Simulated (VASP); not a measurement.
# Sn (C2/c) in VASP: notebook

The runs below take Sn through single point, with PBE.

All numbers are computed with VASP 6.6.1; they aren't measurements. Logs are shortened: lines on timing, memory, paths and dates and some standing lists are left out, and cuts for length are marked.

## Step 1: The cell of the first run

The typed cell holds 2 atoms: a = 4.507 Å, b = 4.507 Å, c = 4.504 Å, α = 97.25°, β = 97.25°, γ = 138.32°.

## Step 2: Single point, PBE

INCAR

```
ALGO     = Normal         # electronic algorithm
EDIFF    = 1E-6           # SCF threshold, eV
ENCUT    = 520            # plane-wave cutoff, eV
GGA      = PE             # functional
ISIF     = 2              # what is computed and relaxed
ISMEAR   = -1             # smearing method
LASPH    = True           # aspherical terms in the spheres
LCHARG   = False          # write CHGCAR
LREAL    = False          # projectors in reciprocal space
LWAVE    = False          # write WAVECAR
NBANDS   = 21             # bands
NELM     = 60             # most SCF steps
PREC     = Accurate       # precision mode
SIGMA    = 0.1            # smearing width, eV
```

KPOINTS

```
k-points
0
Gamma
  11 11 8
```

POSCAR

```
Sn
1.0
   -2.9773321013      2.9790067394      1.6030901642
    2.9790067394     -2.9773321013      1.6030901642
    2.9770686044      2.9770686044     -1.6000204610
Sn
2
Direct
    0.0000231878      0.9999768122      0.0000000000
    0.7499768122      0.2500231878      0.5000000000
```

Potentials or basis: VASP PAW PBE potentials, release 64 (Sn_d).

On the command line:

```
$ cat potpaw_PBE.64/Sn_d/POTCAR > POTCAR
$ mpirun -np 1 vasp_std > vasp.out
```

OUTCAR:

```text
EDIFF = 1E-6
   ENCUT = 520
   GGA = PE
   ISIF = 2
   ISMEAR = -1
   LASPH = True
   LREAL = False
   NELM = 60
   PREC = Accurate

 ion  position               nearest neighbor table
   1  0.000  1.000  0.000-   2 3.08   2 3.08   2 3.08   2 3.08
   2  0.750  0.250  0.500-   1 3.08   1 3.08   1 3.08   1 3.08

  LATTYP: Found a base centered monoclinic cell.
 ALAT       =     3.2061812031
 B/A-ratio  =     2.6272798189
 C/A-ratio  =     1.4047838613
 COS(beta)  =    -0.3545544096

  Lattice vectors:

 A1 = (  -2.9773321013,   2.9790067394,   1.6030901642)
 A2 = (   2.9790067394,  -2.9773321013,   1.6030901642)
 A3 = (   2.9770686044,   2.9770686044,  -1.6000204610)

Analysis of symmetry for initial positions (statically):
=====================================================================
 Subroutine PRICEL returns:
 Original cell was already a primitive cell.

 Routine SETGRP: Setting up the symmetry group for a
 base centered monoclinic supercell.

 Subroutine GETGRP returns: Found  4 space group operations
 (whereof  2 operations were pure point group operations)
 out of a pool of  4 trial point group operations.

The static configuration has the point symmetry C_2 .
 The point group associated with its full space group is C_2h.

Analysis of symmetry for dynamics (positions and initial velocities):
=====================================================================
 Subroutine PRICEL returns:
 Original cell was already a primitive cell.

 Routine SETGRP: Setting up the symmetry group for a
 base centered monoclinic supercell.

 Subroutine GETGRP returns: Found  4 space group operations
 (whereof  2 operations were pure point group operations)
 out of a pool of  4 trial point group operations.

The dynamic configuration has the point symmetry C_2 .
 The point group associated with its full space group is C_2h.

 Subroutine INISYM returns: Found  4 space group operations
 (whereof  2 operations are pure point group operations),
 and found     1 'primitive' translations

----------------------------------------------------------------------------------------

                                     Primitive cell

  volume of cell :      56.8693

  direct lattice vectors                    reciprocal lattice vectors
    -2.977332101  2.979006739  1.603090164    -0.000153283  0.167735084  0.311810085
     2.979006739 -2.977332101  1.603090164     0.167735084 -0.000153283  0.311810085
     2.977068604  2.977068604 -1.600020461     0.167903313  0.167903313 -0.000175397

  length of vectors
     4.506538103  4.506538103  4.503991610     0.354063004  0.354063004  0.237451207

  position of ions in fractional coordinates (direct lattice)
     0.000023188  0.999976812  1.000000000
     0.749976812  0.250023188  0.500000000

  ion indices of the primitive-cell ions
   primitive index   ion index
                 1           1
                 2           2

----------------------------------------------------------------------------------------

 KPOINTS: k-points

Automatic generation of k-mesh.
 Grid dimensions read from file:
 generate k-points for:   11   11    8

 Generating k-lattice:

  Cartesian coordinates                     Fractional coordinates (reciprocal lattice)
    -0.000013935  0.015248644  0.028346371     0.090909091  0.000000000 -0.000000000
     0.015248644 -0.000013935  0.028346371     0.000000000  0.090909091 -0.000000000
     0.020987914  0.020987914 -0.000021925    -0.000000000 -0.000000000  0.125000000

  Length of vectors
     0.032187546  0.032187546  0.029681401

  Shift w.r.t. Gamma in fractional coordinates (k-lattice)
     0.000000000  0.000000000  0.000000000

 Subroutine IBZKPT returns following result:
 ===========================================

 Found    270 irreducible k-points:

 Following reciprocal coordinates:
            Coordinates               Weight
  0.000000  0.000000  0.000000      1.000000
  0.090909 -0.000000  0.000000      4.000000
  0.181818  0.000000 -0.000000      4.000000
  0.272727  0.000000  0.000000      4.000000
  0.363636  0.000000  0.000000      4.000000
  0.454545  0.000000  0.000000      4.000000
[... 16 lines left out ...]
 -0.272727  0.181818  0.000000      4.000000
 -0.181818  0.181818  0.000000      2.000000
 [... further k-points ...]
   k-points           NKPTS =    270   k-points in BZ     NKDIM =    270   number of bands    NBANDS=     21
   number of dos      NEDOS =    301   number of ions     NIONS =      2
   total plane-waves  NPLWV =  46656
   dimension x,y,z NGX =    36 NGY =   36 NGZ =   36
   dimension x,y,z NGXF=    72 NGYF=   72 NGZF=   72
   ions per type =               2
   NGX,Y,Z   is equivalent  to a cutoff of  13.28, 13.28, 13.29 a.u.
   NGXF,Y,Z  is equivalent  to a cutoff of  26.56, 26.56, 26.58 a.u.
 SYSTEM =  unknown system
   PREC   = accura    normal or accurate (medium, high low for compatibility)
   ISTART =      0    job   : 0-new  1-cont  2-samecut
   ICHARG =      2    charge: 1-file 2-atom 10-const
   ISPIN  =      1    spin polarized calculation?
   LNONCOLLINEAR =      F non collinear calculations
   LSORBIT =      F    spin-orbit coupling
   LASPH  =      T    aspherical Exc in radial PAW
   ENCUT  =  520.0 eV  38.22 Ry    6.18 a.u.   8.38  8.38  8.37*2*pi/ulx,y,z
   NELM   =     60;   NELMIN=  2; NELMDL= -5     # of ELM steps
   EDIFF  = 0.1E-05   stopping-criterion for ELM
   LREAL  =      F    real-space projection
   EDIFFG = 0.1E-04   stopping-criterion for IOM
   NSW    =      0    number of steps for IOM
   IBRION =     -1    ionic relax: 0-MD 1-quasi-New 2-CG
   NFREE  =      0    steps in history (QN), initial steepest desc. (CG)
   ISIF   =      2    stress and relaxation
   ISYM   =      2    0-nonsym 1-usesym 2-fastsym
   POTIM  = 0.5000    time-step for ionic-motion
   TEBEG  =    0.0;   TEEND  =   0.0 temperature during run
   PSTRESS=    0.0 pullay stress
   NELECT =      28.0000    total number of electrons
   NUPDOWN=      -1.0000    fix difference up-down
   EMIN   =  10.00;   EMAX   =-10.00  energy-range for DOS
   EFERMI =   0.00;   METHOD = LEGACY
   ISMEAR =    -1;   SIGMA  =   0.10  broadening in eV -4-tet -1-fermi 0-gaus
   EFERMI_NEDOS =   21; number of points for ismear=-14 and -15
   IALGO  =     38    algorithm
   IMIX   =      4    mixing-type and parameters
     AMIX     =   0.40;   BMIX     =  1.00
     AMIX_MAG =   1.60;   BMIX_MAG =  1.00
  volume/ion in A,a.u.               =      28.43       191.89
  Fermi-wavevector in a.u.,A,eV,Ry     =   1.292711  2.442870 22.736723  1.671102
  Thomas-Fermi vector in A             =   2.424402
   LORBIT       =      0    0 simple, 1 ext, 2 COOP (PROOUT), +10 PAW based schemes
   GGA     = PE    functional components
   LHFCALC =     F    Hartree Fock is set to
   AEXX    =    0.0000 exact exchange contribution
   IVDW    =     0    specifies the selected vdW correction
   LEPSILON=     F    determine dielectric tensor
   LRPA    =     F    only Hartree local field effects (RPA)
 non-spin polarized calculation
  energy-cutoff  :      520.00
  volume of cell :       56.87
 maximum number of plane-waves:      1549
 NGX is ok and might be reduce to    36
   NGX = 17   NGY = 17   NGZ = 17

 number of electron      27.9999994 magnetization

 Free energy of the ion-electron system (eV)
  ---------------------------------------------------
  ext. energy  EPLUGINS =         0.00000000
  ---------------------------------------------------
  free energy    TOTEN  =        -7.63354025 eV

  energy without entropy =       -7.60341729  energy(sigma->0) =       -7.61847877

 E-fermi :   7.3802     XC(G=0): -10.0869

 val. band max:        7.3777986119   @ k =  -0.3636   0.0909   0.2500
 cond. band min:       7.3822517114   @ k =   0.2727   0.2727   0.5000
 fundamental gap:      0.0044530995
 Fermi energy:         7.3801819216

 k-point     1 :       0.0000    0.0000    0.0000
  band No.  band energies     occupation
      1     -14.1798      2.00000
      2     -14.1198      2.00000
      3     -14.0709      2.00000
      4     -14.0693      2.00000
      5     -13.9310      2.00000
      6     -13.9308      2.00000
[... 13 lines left out ...]
     20      16.9250      0.00000
     21      17.6103      0.00000

 k-point     2 :       0.0909   -0.0000    0.0000
  band No.  band energies     occupation
      1     -14.1754      2.00000
      2     -14.1041      2.00000
      3     -14.0643      2.00000
      4     -14.0528      2.00000
      5     -13.9414      2.00000
      6     -13.9396      2.00000
[... 13 lines left out ...]
     20      16.6165      0.00000
     21      16.7450      0.00000

 k-point     3 :       0.1818    0.0000   -0.0000
  band No.  band energies     occupation
      1     -14.1620      2.00000
      2     -14.0647      2.00000
      3     -14.0508      2.00000
      4     -14.0132      2.00000
      5     -13.9635      2.00000
      6     -13.9471      2.00000
[... 13 lines left out ...]
     20      15.2872      0.00000
     21      15.6644      0.00000

 k-point     4 :       0.2727    0.0000    0.0000
  band No.  band energies     occupation
      1     -14.1437      2.00000
      2     -14.0345      2.00000
      3     -14.0292      2.00000
      4     -14.0013      2.00000
      5     -13.9865      2.00000
      6     -13.9511      2.00000
[... 13 lines left out ...]
     20      14.3494      0.00000
     21      15.9313      0.00000

 k-point     5 :       0.3636    0.0000    0.0000
  band No.  band energies     occupation
      1     -14.1274      2.00000
      2     -14.0319      2.00000
      3     -14.0283      2.00000
      4     -14.0125      2.00000
      5     -13.9916      2.00000
      6     -13.9674      2.00000
[... 13 lines left out ...]
     20      14.4043      0.00000
     21      16.8514      0.00000
[... 382 lines left out ...]
     20      15.5626      0.00000
     21      16.1342      0.00000

 k-point    22 :      -0.3636    0.1818   -0.0000
  band No.  band energies     occupation
      1     -14.1255      2.00000
      2     -14.0721      2.00000
      3     -14.0453      2.00000
      4     -14.0195      2.00000
      5     -13.9707      2.00000
      6     -13.9415      2.00000
[... 13 lines left out ...]
     20      15.8345      0.00000
     21      16.8383      0.00000

 k-point    23 :      -0.2727    0.1818    0.0000
  band No.  band energies     occupation
      1     -14.1425      2.00000
      2     -14.1080      2.00000
      3     -14.0726      2.00000
      4     -14.0376      2.00000
      5     -13.9534      2.00000
      6     -13.9256      2.00000
[... 13 lines left out ...]
     20      17.2644      0.00000
     21      17.8194      0.00000

 k-point    24 :      -0.1818    0.1818    0.0000
  band No.  band energies     occupation
      1     -14.1563      2.00000
      2     -14.1224      2.00000
      3     -14.0833      2.00000
      4     -14.0505      2.00000
      5     -13.9424      2.00000
      6     -13.9207      2.00000
[... 13 lines left out ...]
     20      17.4691      0.00000
     21      17.6344      0.00000

 [... further k-points ...]

------------------------ aborting loop because EDIFF is reached ----------------------------------------

  FORCE on cell =-STRESS in cart. coord.  units (eV):
  Direction    XX          YY          ZZ          XY          YZ          ZX
  --------------------------------------------------------------------------------------
  -------------------------------------------------------------------------------------
  Total       -0.0165465     -0.0165465     -0.0202986      0.0006116      0.0005796      0.0005797
  in kB       -0.4661634     -0.4661634     -0.5718704      0.0172306      0.0163292      0.0163305
  external PRESSURE =      -0.5013990 kB  Pullay stress =       0.0000000 kB

 VOLUME and BASIS-vectors are now :
 -----------------------------------------------------------------------------
  energy-cutoff  :      520.00
  volume of cell :       56.87
      direct lattice vectors                 reciprocal lattice vectors
    -2.977332101  2.979006739  1.603090164    -0.000153283  0.167735084  0.311810085
     2.979006739 -2.977332101  1.603090164     0.167735084 -0.000153283  0.311810085
     2.977068604  2.977068604 -1.600020461     0.167903313  0.167903313 -0.000175397

 POSITION                                       TOTAL-FORCE (eV/Angst)
 -----------------------------------------------------------------------------------
      2.97887     -2.97719      1.60309        -0.000256      0.000256      0.000000
      0.00043      2.97832      0.80308         0.000256     -0.000256     -0.000000
 -----------------------------------------------------------------------------------
    total drift:                                0.000000     -0.000000      0.000000

  FREE ENERGIE OF THE ION-ELECTRON SYSTEM (eV)
  ---------------------------------------------------
  free  energy   TOTEN  =        -7.6335402510 eV

  energy  without entropy=       -7.6034172941  energy(sigma->0) =       -7.61847877
```

Wall time 4 min (1 thread of Intel Xeon 6975P-C, shared host); peak memory 0.39 GiB.

What came out:

* Free energy: -7.6335 eV
* Pressure: -0.1 GPa
* Band gap on the k mesh: zero (band 14 reaches 8.76 eV, above the bottom of band 15 at 5.25 eV)

Levels at points of the mesh, in eV from the Fermi level:
| k point | band 10 | band 11 | band 12 | band 13 | band 14 | band 15 | band 16 | band 17 | band 18 | band 19 |
| --- | --- | --- | --- | --- | --- | --- | --- | --- | --- | --- |
| (0.00, 0.00, 0.00) | -21.14 | -10.76 | -3.85 | -1.87 | -1.87 | 3.04 | 5.93 | 5.93 | 6.74 | 6.84 |
| (0.00, 0.00, 0.50) | -21.24 | -8.64 | -8.64 | 0.58 | 0.58 | 1.43 | 1.43 | 6.03 | 6.03 | 9.52 |

Caveat: spin-orbit coupling is left out, which moves the levels of the heavy elements.

## Step 3: Single point, PBE

INCAR

```
SYSTEM = Sn
  PREC = Accurate
  ENCUT = 520
  EDIFF = 1E-6
  ISMEAR = 1
  SIGMA = 0.6
  LREAL = .FALSE.
  LASPH = .TRUE.
  NELM = 60
  ALGO = Normal
  ISIF = 2
  LWAVE = .FALSE.
  LCHARG = .FALSE.
  GGA = PE
  NBANDS = 21
```

KPOINTS

```
Automatic mesh
0
G
  11 11 8
  0 0 0
```

POSCAR is that of step 2.

Potentials or basis: VASP PAW PBE potentials, release 64 (Sn_d).

On the command line:

```
$ cat potpaw_PBE.64/Sn_d/POTCAR > POTCAR
$ mpirun -np 1 vasp_std > vasp.out
```

Run time: 87 s. Hardware: 1 thread of Intel Xeon 6975P-C (Granite Rapids), shared host; peak memory 0.38 GiB.

It converged, with:

```
Free energy            : -7.6139 eV
Pressure               : -0.1 GPa
Band gap on the k mesh : zero (band 14 reaches 8.76 eV, above the bottom of band 15 at 5.25 eV)
```

Stress tensor (GPa, compression positive):
```
-0.16  0.01 -0.02
 0.01 -0.16 -0.02
-0.02 -0.02 -0.07
```

Levels at points of the mesh, in eV from the Fermi level:
```
           k point  band 10  band 11  band 12  band 13  band 14  band 15  band 16  band 17  band 18  band 19
(0.00, 0.00, 0.00)   -21.14   -10.77    -3.86    -1.87    -1.87     3.03     5.92     5.92     6.73     6.84
(0.00, 0.00, 0.50)   -21.25    -8.64    -8.64     0.57     0.57     1.43     1.43     6.03     6.03     9.52
```

Caveat: spin-orbit coupling is left out, which moves the levels of the heavy elements.

## Step 4: Single point, PBE

INCAR

```
PREC = Accurate
ENCUT = 520
EDIFF = 1E-6
ISMEAR = 1
SIGMA = 1.0
LREAL = F
LASPH = T
NELM = 80
ALGO = Normal
ISIF = 2
LWAVE = F
LCHARG = F
GGA = PE
NBANDS = 21
```

KPOINTS

```
regular mesh
0
Gamma
  11 11 8
```

POSCAR is that of step 3.

On the command line:

```
$ cat potpaw_PBE.64/Sn_d/POTCAR > POTCAR
$ mpirun -np 1 vasp_std > vasp.out
```

Run time: 87 s. Hardware: 1 thread of Intel Xeon 6975P-C (Granite Rapids), shared host; peak memory 0.38 GiB.

It converged, with:

```yaml
Free_energy: -7.6066 eV
Pressure: -0.1 GPa
Band_gap_on_the_k_mesh: zero (band 14 reaches 8.76 eV, above the bottom of band 15 at 5.25 eV)
```

Levels at points of the mesh, in eV from the Fermi level:
```csv
k point,band 10,band 11,band 12,band 13,band 14,band 15,band 16,band 17,band 18,band 19
"(0.00, 0.00, 0.00)",-21.15,-10.78,-3.87,-1.88,-1.88,3.02,5.91,5.91,6.72,6.83
"(0.00, 0.00, 0.50)",-21.26,-8.65,-8.65,0.56,0.56,1.42,1.42,6.02,6.02,9.51
```

Caveat: spin-orbit coupling is left out, which moves the levels of the heavy elements.

## Step 5: Single point, PBE

INCAR

```
SYSTEM = Sn
PREC     = Accurate       ! precision mode
ENCUT    = 520            ! plane-wave cutoff, eV
EDIFF    = 1E-7           ! SCF threshold, eV
ISMEAR   = 1              ! smearing method
SIGMA    = 0.01           ! smearing width, eV
LREAL    = .False.        ! projectors in reciprocal space
LASPH    = .True.         ! aspherical terms in the spheres
NELM     = 100            ! most SCF steps
ALGO     = Normal         ! electronic algorithm
ISIF     = 2              ! what is computed and relaxed
LWAVE    = .False.        ! write WAVECAR
LCHARG   = .True.         ! write CHGCAR
GGA      = PE             ! functional
LELF     = .True.         ! ELF
LVHAR    = .True.       
NBANDS   = 21             ! bands
```

KPOINTS

```
Automatic mesh
0
Gamma
  11 11 8
  0 0 0
```

POSCAR is that of step 4.

On the command line:

```
$ cat potpaw_PBE.64/Sn_d/POTCAR > POTCAR
$ mpirun -np 1 vasp_std > vasp.out
```

Run time: 1.8 min. Hardware: 1 thread of Intel Xeon 6975P-C (Granite Rapids), shared host; peak memory 0.38 GiB.

Results (log left out):

```yaml
Free_energy: -7.6195 eV
Pressure: -0.1 GPa
Largest_force: 0.008 eV/Å
Band_gap_on_the_k_mesh: zero (band 14 reaches 8.76 eV, above the bottom of band 15 at 5.25 eV)
```

Forces on the atoms (eV/Å):
```
Sn  -0.005  0.005  0.000
Sn   0.005 -0.005  0.000
```

Stress tensor (GPa, compression positive):
```
-0.04  0.13 -0.07
 0.13 -0.04 -0.07
-0.07 -0.07 -0.22
```

Levels at points of the mesh, in eV from the Fermi level:
```
           k point  band 10  band 11  band 12  band 13  band 14  band 15  band 16  band 17  band 18  band 19
(0.00, 0.00, 0.00)   -21.13   -10.76    -3.85    -1.86    -1.86     3.04     5.93     5.93     6.74     6.84
(0.00, 0.00, 0.50)   -21.24    -8.64    -8.64     0.58     0.58     1.44     1.44     6.03     6.03     9.53
```

Caveat: spin-orbit coupling is left out, which moves the levels of the heavy elements.

## Step 6: Summary

```csv
smearing,gap on the mesh (eV),pressure (GPa)
fermi-dirac 0.1 eV,none,-0.1
methfessel-paxton 0.6 eV,none,-0.1
methfessel-paxton 1 eV,none,-0.1
methfessel-paxton 0.01 eV,none,-0.1
```

Alike in all rows: task single point; level PBE; potentials or basis VASP PAW PBE potentials, release 64 (Sn_d); no spin polarisation; cell as given; k mesh 11 × 11 × 8; cutoff (eV) 520.

Every run on the cell as given and a fine mesh finds a metal.

Caveats: spin-orbit coupling is left out, which moves the levels of the heavy elements.

Total energies depend on the potentials used, so only differences within one code and one set of settings carry meaning.
